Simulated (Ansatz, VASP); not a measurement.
# One calculation of CdHgS2, two programs

```
Cd S Hg
1.0
    -2.91634    2.91634    5.84352
     2.91634   -2.91634    5.84352
     2.91634    2.91634   -5.84352
Cd S Hg
2 4 2
Direct
  0.00000 0.00000 0.00000
  0.75000 0.25000 0.50000
  0.37500 0.37114 0.49614
  0.12114 0.62500 0.99614
  0.87500 0.87886 0.50386
  0.62886 0.12500 0.00386
  0.50000 0.50000 0.00000
  0.25000 0.75000 0.50000
```

Alike in both runs: task single point; functional PBE; k mesh 6 × 6 × 6; no spin polarisation.

```csv
,VASP,Ansatz
version,VASP 6.6.1,Ansatz 0.2.0
potentials or method,"VASP PAW PBE potentials, release 64 (Cd, S, Hg)","plane waves, PAW"
plane-wave cutoff (eV),520,420
occupations,"gaussian, width 0.01 eV",fixed
valence electrons in the cell,72,104
```

VASP gave:

| Quantity | Value |
| --- | --- |
| gap on the k mesh at the Fermi level (eV) | 0.34 |
| pressure (GPa) | 4.1 |

Question: Which values does Ansatz return?

Answer: gap on the k mesh at the Fermi level (eV): 0.34; pressure (GPa): 3.7.

VASP's potentials hold 72 valence electrons a cell and Ansatz's 104, so a difference there can come from the potentials and not from the codes.

Neither program's run includes spin-orbit coupling.
